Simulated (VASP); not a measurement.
# MnSb: single point with LDA

Crystal: MnSb.

```
CELL_PARAMETERS angstrom
4.12215 0.00000 0.00000
-2.06107 3.56988 0.00000
0.00000 0.00000 5.74121
ATOMIC_POSITIONS crystal
Sb 0.66667 0.33333 0.75000
Sb 0.33333 0.66667 0.25000
Mn 0.00000 0.00000 0.50000
Mn 0.00000 0.00000 0.00000
```

```json
{"Program": "VASP 6.6.1", "Task": "single point", "Functional": "LDA", "Potentials or basis": "VASP PAW LDA potentials, release 64 (Sb_d_GW, Mn_sv)", "Cutoff": "680 eV", "k mesh": "7 × 7 × 5", "Occupations": "fermi-dirac, width 0.05 eV", "Spin": "collinear spin, ferromagnetic start", "Starting moments": "[0.0, 0.0, 4.0, 4.0] μB"}
```

- Pressure: -10.8 GPa
- Net moment: 6.27 μB per cell
- Site moments: Sb -0.11; Mn +2.99 μB
- Valence electrons inside the program's atomic spheres: Sb 12.78; Mn 12.91

Stress tensor (GPa, compression positive):
```
-10.35   0.00   0.00
  0.00 -10.35   0.00
  0.00   0.00 -11.64
```

Levels at points of the mesh, in eV from the Fermi level:
Spin up:
| k point | band 29 | band 30 | band 31 | band 32 | band 33 | band 34 | band 35 | band 36 | band 37 | band 38 |
| --- | --- | --- | --- | --- | --- | --- | --- | --- | --- | --- |
| (0.00, 0.00, 0.00) | -1.51 | -1.51 | -0.15 | 0.52 | 0.52 | 2.44 | 2.44 | 2.61 | 3.10 | 4.58 |
Spin down:
| k point | band 23 | band 24 | band 25 | band 26 | band 27 | band 28 | band 29 | band 30 | band 31 | band 32 |
| --- | --- | --- | --- | --- | --- | --- | --- | --- | --- | --- |
| (0.00, 0.00, 0.00) | -2.47 | -0.98 | -0.24 | -0.24 | 0.13 | 0.13 | 0.68 | 0.68 | 1.19 | 1.19 |

Run time: 4.8 min on 1 thread of Intel(R) Xeon(R) Platinum 8259CL CPU @ 2.50GHz (Skylake/Cascade Lake), with other jobs on the host, peak memory 0.34 GiB.

Caveat: the cell stands under tension; spin-orbit coupling is left out, which moves the levels of the heavy elements; the run started ferromagnetic, and an antiferromagnetic order may lie lower in energy.
